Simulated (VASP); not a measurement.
The system is BeS.

```
Be S
1.0
     0.00000    2.42500    2.42500
     2.42500    0.00000    2.42500
     2.42500    2.42500    0.00000
Be S
1 1
Direct
  0.00000 0.00000 0.00000
  0.75000 0.75000 0.75000
```

Base run:

* Program: VASP 6.6.1
* Functional: PBE
* Potentials or basis: VASP PAW PBE potentials, release 64 (Be, S)
* Cutoff: 520 eV
* k mesh: 13 × 13 × 13
* Occupations: fermi-dirac, width 0.02 eV
* Spin: no spin polarisation

Its results: band gap on the k mesh 3.16 eV, indirect (least direct gap 5.67 eV); pressure 1.6 GPa.

Problem. After a change of settings the same cell gave: band gap on the k mesh 3.26 eV, indirect (least direct gap 5.67 eV); pressure 1.6 GPa. Which change was it?
A. functional from PBE to r2SCAN; cutoff from 520 eV to 660 eV; k mesh from 13 × 13 × 13 to 9 × 9 × 9
B. k mesh from 13 × 13 × 13 to 3 × 3 × 3; further incar settings from ALGO = Normal; EDIFF = 1e-06; NBANDS = 11 to ALGO = Normal; EDIFF = 1e-07; NBANDS = 11
C. k mesh from 13 × 13 × 13 to 7 × 7 × 7
D. functional from PBE to PBEsol; cutoff from 520 eV to 600 eV; k mesh from 13 × 13 × 13 to 9 × 9 × 9

Solution. C.
